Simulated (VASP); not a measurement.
The system is LiTa4O.

```xyz
6
Lattice="6.7560 0.0000 0.0000 0.0000 6.7560 0.0000 0.0000 0.0000 2.7738" Properties=species:S:1:pos:R:3 pbc="T T T"
Li    3.3780    3.3780    1.3869
Ta    4.7264    0.0000    1.3869
Ta    2.0296    0.0000    1.3869
Ta    0.0000    4.7264    1.3869
Ta    0.0000    2.0296    1.3869
O     0.0000    0.0000    1.3869
```

The cell was generated, and may not be a known phase.

- Program: VASP 6.6.1
- Task: relaxation of cell and atoms
- Functional: PBE
- Potentials or basis: VASP PAW PBE potentials, release 64 (Li_sv, Ta_pv, O)
- Cutoff: 600 eV
- k mesh: 4 × 4 × 6
- Occupations: gaussian, width 0.1 eV
- Spin: no spin polarisation

At the start: pressure -0.7 GPa; volume 21.10 Å³/atom.

Question: How do energy, volume and symmetry change on relaxing?

Answer: Over 8 steps the energy falls by 35.9 meV/atom and the volume is 21.13 Å³/atom (+0.2 %); space group P4/mmm (No. 123, to 0.1 Å) before and after.

The path:
```tsv
step	energy change (eV)	largest force (eV/Å)	pressure (GPa)	volume (Å³)
1	0.0000	0.2143	-0.65	126.61
2	-0.0243	0.4331	1.93	124.68
3	-0.1998	0.4218	0.12	125.68
4	-0.1998	0.4242	0.15	125.66
5	-0.2122	0.1211	0.94	125.91
6	-0.2129	0.0145	0.79	125.86
7	-0.2137	0.0128	-0.62	127.58
8	-0.2151	0.0002	0.00	126.81
```

Final structure:
```yaml
crystal:
  lattice:
    - [6.87741, 0.00000, 0.00000]
    - [0.00000, 6.87741, 0.00000]
    - [0.00000, 0.00000, 2.68097]
  atoms:
    - { symbol: Li, position: [0.50000, 0.50000, 0.50000] }
    - { symbol: Ta, position: [0.70300, 0.00000, 0.50000] }
    - { symbol: Ta, position: [0.29700, 0.00000, 0.50000] }
    - { symbol: Ta, position: [0.00000, 0.70300, 0.50000] }
    - { symbol: Ta, position: [0.00000, 0.29700, 0.50000] }
    - { symbol: O, position: [0.00000, 0.00000, 0.50000] }
```

Caveat: the k points lie up to 0.39 Å⁻¹ apart in the final cell, too coarse for converged energies and pressures of a metal; the cutoff is under 1.25 times the usual one of these potentials, so pressure, stress and relaxed cells hold a basis-set (Pulay) error.
